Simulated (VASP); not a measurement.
# Te (P6_3/mmc) in VASP: a series of runs

Runs on Te. Level: revPBE. Tasks: single point.

Program: VASP 6.6.1. These are calculated values, not measurements. Logs are shortened: lines on timing, memory, paths and dates and some standing lists are left out, and cuts for length are marked.

### 1 The cell of the first run

Symmetry: P6_3/mmc, No. 194, hexagonal system. The conventional cell has a = 4.352 Å, b = 4.352 Å, c = 8.420 Å, α = 90.00°, β = 90.00°, γ = 120.00°. Within 4.4 Å of Te (site symmetry -3m) lie 14 Te at 3.28 to 4.35 Å. Te (site symmetry -6m2) has 12 Te at 3.28 to 4.35 Å within 4.4 Å.

This isn't the form of Te at room conditions, which is trigonal, of chains.

### 2 Single point, revPBE (34.52 Å³/atom)

INCAR reads:

```
  ALGO = Normal
  EDIFF = 1E-7
  ENCUT = 520
  GGA = RE
  ISIF = 2
  ISMEAR = -1
  LASPH = True
  LCHARG = True
  LELF = True
  LREAL = False
  LVHAR = True
  LWAVE = False
  NBANDS = 20
  NELM = 80
  PREC = Accurate
  SIGMA = 0.1
```

KPOINTS reads:

```
k-points
0
Gamma
  10 10 5
```

POSCAR reads:

```
Te
1.0
    4.3515602289      0.0000000000      0.0000000000
   -2.1757801144      3.7685617044      0.0000000000
    0.0000000000      0.0000000000      8.4201642984
Te
4
Direct
    0.0000000000      1.0000000000      0.0000000000
    0.0000000000      1.0000000000      0.5000000000
    0.3333333333      0.6666666667      0.2500000000
    0.6666666667      0.3333333333      0.7500000000
```

Potentials or basis: VASP PAW PBE potentials, release 64 (Te).

Run with:

```console
> cat potpaw_PBE.64/Te/POTCAR > POTCAR
> mpirun -np 1 vasp_std > vasp.out
```

OUTCAR:

```text
EDIFF = 1E-7
   ENCUT = 520
   GGA = RE
   ISIF = 2
   ISMEAR = -1
   LASPH = True
   LREAL = False
   NELM = 80
   PREC = Accurate

 ion  position               nearest neighbor table
   1  0.000  0.000  0.000-   3 3.28   4 3.28   4 3.28   3 3.28   4 3.28   3 3.28
   2  0.000  0.000  0.500-   3 3.28   4 3.28   4 3.28   3 3.28   4 3.28   3 3.28
   3  0.333  0.667  0.250-   1 3.28   2 3.28   1 3.28   2 3.28   1 3.28   2 3.28
   4  0.667  0.333  0.750-   1 3.28   2 3.28   1 3.28   2 3.28   1 3.28   2 3.28

  LATTYP: Found a hexagonal cell.
 ALAT       =     4.3515602289
 C/A-ratio  =     1.9349759294

  Lattice vectors:

 A1 = (   4.3515602289,   0.0000000000,   0.0000000000)
 A2 = (  -2.1757801144,   3.7685617044,   0.0000000000)
 A3 = (   0.0000000000,   0.0000000000,   8.4201642984)

Analysis of symmetry for initial positions (statically):
=====================================================================
 Subroutine PRICEL returns:
 Original cell was already a primitive cell.

 Routine SETGRP: Setting up the symmetry group for a
 hexagonal supercell.

 Subroutine GETGRP returns: Found 24 space group operations
 (whereof 12 operations were pure point group operations)
 out of a pool of 24 trial point group operations.

The static configuration has the point symmetry D_3d.
 The point group associated with its full space group is D_6h.

Analysis of symmetry for dynamics (positions and initial velocities):
=====================================================================
 Subroutine PRICEL returns:
 Original cell was already a primitive cell.

 Routine SETGRP: Setting up the symmetry group for a
 hexagonal supercell.

 Subroutine GETGRP returns: Found 24 space group operations
 (whereof 12 operations were pure point group operations)
 out of a pool of 24 trial point group operations.

The dynamic configuration has the point symmetry D_3d.
 The point group associated with its full space group is D_6h.

 Subroutine INISYM returns: Found 24 space group operations
 (whereof 12 operations are pure point group operations),
 and found     1 'primitive' translations

----------------------------------------------------------------------------------------

                                     Primitive cell

  volume of cell :     138.0833

  direct lattice vectors                    reciprocal lattice vectors
     4.351560229  0.000000000  0.000000000     0.229802633  0.132676612  0.000000000
[... 90 lines left out ...]
   EDIFF  = 0.1E-06   stopping-criterion for ELM
   LREAL  =      F    real-space projection
   EDIFFG = 0.1E-05   stopping-criterion for IOM
   NSW    =      0    number of steps for IOM
   IBRION =     -1    ionic relax: 0-MD 1-quasi-New 2-CG
   NFREE  =      0    steps in history (QN), initial steepest desc. (CG)
   ISIF   =      2    stress and relaxation
   ISYM   =      2    0-nonsym 1-usesym 2-fastsym
   POTIM  = 0.5000    time-step for ionic-motion
   TEBEG  =    0.0;   TEEND  =   0.0 temperature during run
   PSTRESS=    0.0 pullay stress
   NELECT =      24.0000    total number of electrons
   NUPDOWN=      -1.0000    fix difference up-down
   EMIN   =  10.00;   EMAX   =-10.00  energy-range for DOS
   EFERMI =   0.00;   METHOD = LEGACY
   ISMEAR =    -1;   SIGMA  =   0.10  broadening in eV -4-tet -1-fermi 0-gaus
   EFERMI_NEDOS =   21; number of points for ismear=-14 and -15
   IALGO  =     38    algorithm
   IMIX   =      4    mixing-type and parameters
     AMIX     =   0.40;   BMIX     =  1.00
     AMIX_MAG =   1.60;   BMIX_MAG =  1.00
  volume/ion in A,a.u.               =      34.52       232.96
  Fermi-wavevector in a.u.,A,eV,Ry     =   0.913618  1.726488 11.356764  0.834699
  Thomas-Fermi vector in A             =   2.038151
   LORBIT       =      0    0 simple, 1 ext, 2 COOP (PROOUT), +10 PAW based schemes
   GGA     = RE    functional components
   LHFCALC =     F    Hartree Fock is set to
   AEXX    =    0.0000 exact exchange contribution
   IVDW    =     0    specifies the selected vdW correction
   LEPSILON=     F    determine dielectric tensor
   LRPA    =     F    only Hartree local field effects (RPA)
 non-spin polarized calculation
  energy-cutoff  :      520.00
  volume of cell :      138.08
 maximum number of plane-waves:      3744
   NGX = 17   NGY = 17   NGZ = 31

 number of electron      23.9999997 magnetization

 Free energy of the ion-electron system (eV)
  ---------------------------------------------------
  ext. energy  EPLUGINS =         0.00000000
  ---------------------------------------------------
  free energy    TOTEN  =       -10.73980937 eV

  energy without entropy =      -10.64672647  energy(sigma->0) =      -10.69326792

 E-fermi :   5.8110     XC(G=0):  -8.9875

 val. band max:        5.7823580453   @ k =   0.4000   0.2000   0.0000
 cond. band min:       5.8316032822   @ k =   0.3000   0.1000   0.4000
 fundamental gap:      0.0492452369
 Fermi energy:         5.8110474488

 k-point     1 :       0.0000    0.0000    0.0000
  band No.  band energies     occupation
      1      -7.3590      2.00000
      2      -5.7075      2.00000
      3      -5.6130      2.00000
      4      -2.8183      2.00000
      5       2.2152      2.00000
      6       3.4987      2.00000
[... 541 lines left out ...]
     19      13.0268      0.00000
     20      13.5432      0.00000

 [... further k-points ...]

------------------------ aborting loop because EDIFF is reached ----------------------------------------

  FORCE on cell =-STRESS in cart. coord.  units (eV):
  Direction    XX          YY          ZZ          XY          YZ          ZX
  --------------------------------------------------------------------------------------
  -------------------------------------------------------------------------------------
  Total       -1.3203026     -1.3203026     -1.5671734     -0.0000000      0.0000000     -0.0000000
  in kB      -15.3194388    -15.3194388    -18.1838748     -0.0000000      0.0000000     -0.0000000
  external PRESSURE =     -16.2742508 kB  Pullay stress =       0.0000000 kB

 VOLUME and BASIS-vectors are now :
 -----------------------------------------------------------------------------
  energy-cutoff  :      520.00
  volume of cell :      138.08
      direct lattice vectors                 reciprocal lattice vectors
     4.351560229  0.000000000  0.000000000     0.229802633  0.132676612  0.000000000
    -2.175780114  3.768561704  0.000000000     0.000000000  0.265353225  0.000000000
     0.000000000  0.000000000  8.420164298     0.000000000  0.000000000  0.118762528

 POSITION                                       TOTAL-FORCE (eV/Angst)
 -----------------------------------------------------------------------------------
      0.00000      0.00000      0.00000        -0.000000      0.000000     -0.000000
      0.00000      0.00000      4.21008        -0.000000      0.000000     -0.000000
     -0.00000      2.51237      2.10504        -0.000000      0.000000      0.000000
      2.17578      1.25619      6.31512         0.000000     -0.000000     -0.000000
 -----------------------------------------------------------------------------------
    total drift:                                0.000000     -0.000000      0.000000

  FREE ENERGIE OF THE ION-ELECTRON SYSTEM (eV)
  ---------------------------------------------------
  free  energy   TOTEN  =       -10.7398093704 eV

  energy  without entropy=      -10.6467264709  energy(sigma->0) =      -10.69326792
```

Run time: 53 s. Hardware: 1 thread of Oxide Virtual Turin-like, shared host; peak memory 0.25 GiB.

What came out:

| Quantity | Value |
| --- | --- |
| Free energy | -10.7398 eV |
| Pressure | -1.6 GPa |
| Band gap on the k mesh | zero (bands 12 and 13 overlap by 1.74 eV) |

Caveat: the PAW data sets were made with another functional, which shifts forces and pressure a little; spin-orbit coupling is left out, which moves the levels of the heavy elements.

### 3 Single point, revPBE (35.85 Å³/atom)

This run uses another cell than the first one, of 35.85 Å³/atom.

INCAR reads:

```
PREC = Accurate
ENCUT = 520
EDIFF = 1E-6
ISMEAR = -1
SIGMA = 0.1
LREAL = False
LASPH = True
NELM = 80
ALGO = Normal
ISIF = 2
LWAVE = False
LCHARG = False
GGA = RE
NBANDS = 20
```

KPOINTS reads:

```
Automatic mesh
0
Gamma
  10 10 5
```

POSCAR reads:

```
Te
1.0
    4.4066491179      0.0000000000      0.0000000000
   -2.2033245589      3.8162700817      0.0000000000
    0.0000000000      0.0000000000      8.5267599727
Te
4
Direct
    0.0000000000      1.0000000000      0.0000000000
    0.0000000000      1.0000000000      0.5000000000
    0.3333333333      0.6666666667      0.2500000000
    0.6666666667      0.3333333333      0.7500000000
```

Potentials or basis: VASP PAW PBE potentials, release 64 (Te).

Run with:

```console
> cat potpaw_PBE.64/Te/POTCAR > POTCAR
> mpirun -np 1 vasp_std > vasp.out
```

It took 66 s on 1 thread of Oxide Virtual Turin-like, shared host; peak memory 0.27 GiB.

The run converged. Its results:

```
Free energy            : -10.6642 eV
Pressure               : -2.9 GPa
Band gap on the k mesh : zero (bands 12 and 13 overlap by 1.63 eV)
```

Stress tensor (GPa, compression positive):
```
-2.62  0.00  0.00
 0.00 -2.62  0.00
 0.00  0.00 -3.43
```

Levels at points of the mesh, in eV from the Fermi level:
```tsv
k point	band 10	band 11	band 12	band 13	band 14	band 15
(0.00, 0.00, 0.00)	-1.14	-0.95	-0.82	-0.82	0.69	0.69
(0.50, 0.00, 0.00)	-1.74	-1.51	-1.45	-1.30	1.72	1.84
```

Caveat: the PAW data sets were made with another functional, which shifts forces and pressure a little; spin-orbit coupling is left out, which moves the levels of the heavy elements.

The gap in the log of VASP goes by the Fermi energy; the results here count the filled bands.